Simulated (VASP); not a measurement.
PbO2: single point with r2SCAN

Crystal: PbO2.

```
Pb O
1.0
     0.00000    2.62862    2.62862
     2.62862    0.00000    2.62862
     2.62862    2.62862    0.00000
Pb O
1 2
Direct
  0.00000 0.00000 0.00000
  0.25000 0.25000 0.25000
  0.75000 0.75000 0.75000
```

| Quantity | Value |
| --- | --- |
| Program | VASP 6.6.1 |
| Task | single point |
| Functional | r2SCAN |
| Potentials or basis | VASP PAW PBE potentials, release 64 (Pb_d, O) |
| Cutoff | 520 eV |
| k mesh | 6 × 6 × 6 |
| Occupations | fermi-dirac, width 0.02 eV |
| Spin | no spin polarisation |
| Dipole correction | no |
| Further INCAR settings | ALGO = Normal; EDIFF = 1e-07; NBANDS = 20 |

```json
{"Pressure": "7.3 GPa", "Band gap on the k mesh": "zero (band 13 reaches 6.38 eV, above the bottom of band 14 at 4.98 eV)"}
```

Levels at points of the mesh, in eV from the Fermi level:
| k point | band 11 | band 12 | band 13 | band 14 | band 15 | band 16 |
| --- | --- | --- | --- | --- | --- | --- |
| (0.00, 0.00, 0.00) | -1.82 | -1.45 | -1.45 | -1.45 | 7.84 | 7.84 |
| (0.50, 0.00, 0.00) | -3.19 | -1.62 | -1.62 | 3.41 | 7.91 | 10.92 |
| (0.50, 0.50, 0.00) | -0.37 | -0.20 | -0.20 | 2.34 | 7.42 | 9.95 |

It took 37 s on 1 thread of Intel(R) Xeon(R) Platinum 8559C (Emerald Rapids) (shared host), peak memory 0.17 GiB.

Caveat: the PAW data sets were made with another functional, which shifts forces and pressure a little; spin-orbit coupling is left out, which moves the levels of the heavy elements.
